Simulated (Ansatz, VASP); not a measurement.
## Nb: VASP beside Ansatz

Contents of INCAR:

```
ALGO     = Normal         # electronic algorithm
EDIFF    = 1E-6           # SCF threshold, eV
ENCUT    = 520            # plane-wave cutoff, eV
ISIF     = 2              # what is computed and relaxed
ISMEAR   = -1             # smearing method
LASPH    = T              # aspherical terms in the spheres
LCHARG   = T              # write CHGCAR
LELF     = T              # ELF
LREAL    = F              # projectors in reciprocal space
LVHAR    = T            
LWAVE    = F              # write WAVECAR
NBANDS   = 12             # bands
NELM     = 100            # most SCF steps
PREC     = Accurate       # precision mode
SIGMA    = 0.03           # smearing width, eV
```

KPOINTS

```
k-points
0
Gamma
  13 13 13
```

Contents of POSCAR:

```
Nb
1.0
    0.0000000000      2.1079263686      2.1079263686
    2.1079263686      0.0000000000      2.1079263686
    2.1079263686      2.1079263686      0.0000000000
Nb
1
Direct
    0.0000000000      0.0000000000      0.0000000000
```

Input for Ansatz:

```yaml
crystal:
  lattice:
    - [0.0, 2.1079263686, 2.1079263686]
    - [2.1079263686, 0.0, 2.1079263686]
    - [2.1079263686, 2.1079263686, 0.0]
  atoms:
    - { symbol: Nb, position: [0.0, 0.0, 0.0] }
kpoints:
  mp_grid: { grid: [13, 13, 13] }
  band_path:
    path:
      - [0.0, 0.0, 0.0]
      - [0.5, 0.0, 0.5]
      - [0.625, 0.25, 0.625]
      - [0.375, 0.375, 0.75]
      - [0.0, 0.0, 0.0]
      - [0.5, 0.5, 0.5]
      - [0.5, 0.25, 0.75]
      - [0.5, 0.0, 0.5]
    npoints: 5
scf:
  occupations: { method: fermi_dirac, width: 0.03 }
hamiltonian:
  xc: lda
  pseudopotentials: { kind: all_electron, lapw: { basis_error: 0.0005 } }
output:
  forces: true
  stress: true
  eigenvalues: true
```

Change from the starting cell: volume scaled by 0.99.

Alike in both runs: task single point; functional LDA; k mesh 13 × 13 × 13; occupations fermi-dirac, width 0.03 eV; no spin polarisation.

```csv
,VASP,Ansatz
version,VASP 6.6.1,Ansatz 0.2.0
potentials or method,"VASP PAW LDA potentials, release 64 (Nb_sv), cutoff 520 eV","all-electron LAPW, scalar-relativistic"
```

|  | VASP | Ansatz | Ansatz less VASP |
| --- | --- | --- | --- |
| pressure (GPa) | -8.9 | -8.8 | +0.11 |

LDA's correlation is that of Perdew and Zunger in VASP and of Perdew and Wang (1992) in Ansatz. Ansatz ran all-electron here, and VASP with PAW potentials.
